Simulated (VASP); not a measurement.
Input of a VASP 6.6.1 run:

Contents of INCAR:

```
SYSTEM = TlPt
  PREC = Accurate
  ENCUT = 520
  EDIFF = 1E-7
  ISMEAR = -1
  SIGMA = 0.05
  LREAL = .FALSE.
  LASPH = .TRUE.
  NELM = 60
  ALGO = Fast
  ISIF = 2
  LWAVE = .FALSE.
  LCHARG = .TRUE.
  GGA = PS
  LELF = .TRUE.
  LVHAR = .TRUE.
  NBANDS = 44
```

The input KPOINTS:

```
Automatic mesh
0
G
  6 6 6
  0 0 0
```

The input POSCAR:

```
TlPt
1.0
    5.7162009139      0.0000000000      0.0000000000
   -2.8581004570      4.9503752046      0.0000000000
    0.0000000000      0.0000000000      4.1442701631
Tl Pt
3 3
Direct
    0.0000000000      0.5000000000      0.0000000000
    0.5000000000      0.5000000000      0.0000000000
    0.5000000000      0.0000000000      0.0000000000
    0.6666666667      0.3333333333      0.5000000000
    0.3333333333      0.6666666667      0.5000000000
    0.0000000000      0.0000000000      0.0000000000
```

Potentials or basis: VASP PAW PBE potentials, release 64 (Tl_d, Pt).

Command:

```bash
$ cat potpaw_PBE.64/Tl_d/POTCAR potpaw_PBE.64/Pt/POTCAR > POTCAR
$ mpirun -np 1 vasp_std > vasp.out
```

Estimate the pressure.

20.1 GPa.

Caveat: the PAW data sets were made with another functional, which shifts forces and pressure a little.
